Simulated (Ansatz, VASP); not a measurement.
One calculation of EuO, two programs

INCAR

```
  PREC = Accurate
  ENCUT = 600
  EDIFF = 1E-6
  ISMEAR = 0
  SIGMA = 0.05
  LREAL = False
  LASPH = True
  NELM = 200
  ALGO = Normal
  ISIF = 2
  LWAVE = False
  LCHARG = False
  ISPIN = 2
  MAGMOM = 7.11 0
  LORBIT = 11
  LMAXMIX = 6
  GGA = PE
  NBANDS = 22
  GGA_COMPAT = False
```

Contents of KPOINTS:

```
Automatic mesh
0
Gamma
  12 12 12
```

The input POSCAR:

```
EuO
1.0
    0.0000000000      2.3874322350      2.3874322350
    2.3874322350      0.0000000000      2.3874322350
    2.3874322350      2.3874322350      0.0000000000
Eu O
1 1
Direct
    0.0000000000      0.0000000000      0.0000000000
    0.5000000000      0.5000000000      0.5000000000
```

Input for Ansatz:

```yaml
crystal:
  lattice:
    - [0.0, 2.387432235, 2.387432235]
    - [2.387432235, 0.0, 2.387432235]
    - [2.387432235, 2.387432235, 0.0]
  atoms:
    - { symbol: Eu, position: [0.0, 0.0, 0.0], spin: 7.11 }
    - { symbol: O, position: [0.5, 0.5, 0.5] }
basis:
  ecutwfc: 420
  ecutrho_ratio: 4
kpoints:
  mp_grid: { grid: [12, 12, 12] }
hamiltonian:
  xc: pbe
scf:
  occupations: { method: gaussian, width: 0.05 }
output:
  forces: true
  stress: true
  eigenvalues: true
  populations: true
magnetization:
  spin_polarized: true
```

Alike in both runs: task single point; functional PBE; k mesh 12 × 12 × 12; occupations gaussian, width 0.05 eV; collinear spin.

```csv
,VASP,Ansatz
version,VASP 6.6.1,Ansatz 0.2.0
potentials or method,"VASP PAW PBE potentials, release 64 (Eu, O), cutoff 600 eV","scalar-relativistic, plane waves, PAW"
valence electrons in the cell,23,23
```

VASP gave:

```
gap on the k mesh at the Fermi level (eV)                     : none
pressure (GPa)                                                : 25.4
net moment per atom (μB)                                      : 3.42
size of the moment on the site where the two differ most (μB) : 6.51
```

Problem. Which values does Ansatz return?

Solution. gap on the k mesh at the Fermi level (eV): none; pressure (GPa): 25.5; net moment per atom (μB): 3.43; size of the moment on the site where the two differ most (μB): 6.42.

Site moments also hang on the region over which each program counts them. A gap of «none» marks a metal or a gap that the smearing closes. The functional is the same, so the differences come from potentials, cutoffs and numerics. Ansatz's warnings: given moment on shells.

Spin-orbit coupling is off throughout.
